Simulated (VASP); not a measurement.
Input of a VASP 6.6.1 run:

File INCAR:

```
SYSTEM = Te2Mo
ALGO = Normal
EDIFF = 1E-6
EDIFFG = -0.01
ENCUT = 600
GGA = PE
IBRION = 2
ISIF = 4
ISMEAR = 0
IVDW = 12
LASPH = .True.
LCHARG = .False.
LREAL = .False.
LWAVE = .False.
NELM = 60
NSW = 50
PREC = Accurate
SIGMA = 0.02
```

File KPOINTS:

```
k-points
0
Gamma
  9 9 2
  0 0 0
```

POSCAR

```
Te2Mo
1.0
    3.5510907993      0.0000000000      0.0000000000
   -1.7755453996      3.0753348433      0.0000000000
    0.0000000000      0.0000000000     14.0797164216
Te Mo
4 2
Direct
    0.3333333333      0.6666666667      0.6199094773
    0.6666666667      0.3333333333      0.1199094773
    0.3333333333      0.6666666667      0.8800905227
    0.6666666667      0.3333333333      0.3800905227
    0.3333333333      0.6666666667      0.2500000000
    0.6666666667      0.3333333333      0.7500000000
```

Potentials or basis: VASP PAW PBE potentials, release 64 (Te, Mo_sv).

Launch:

```bash
$ cat potpaw_PBE.64/Te/POTCAR potpaw_PBE.64/Mo_sv/POTCAR > POTCAR
$ mpirun -np 1 vasp_std > vasp.out
```

**Question.** Predict the band gap on the k mesh.

**Answer.** 0.86 eV (least direct gap 1.04 eV).

**Question.** Estimate the dispersion energy per atom.

**Answer.** -0.523 eV.

Final structure:
```
Te Mo
1.0
     3.53229    0.00000    0.00000
    -1.76614    3.05905    0.00000
     0.00000    0.00000   14.23000
Te Mo
4 2
Direct
  0.33333 0.66667 0.62263
  0.66667 0.33333 0.12263
  0.33333 0.66667 0.87737
  0.66667 0.33333 0.37737
  0.33333 0.66667 0.25000
  0.66667 0.33333 0.75000
```

Caveat: spin-orbit coupling is left out, which moves the levels of the heavy elements; an odd mesh through Γ misses points on the zone boundary, where band edges can lie.
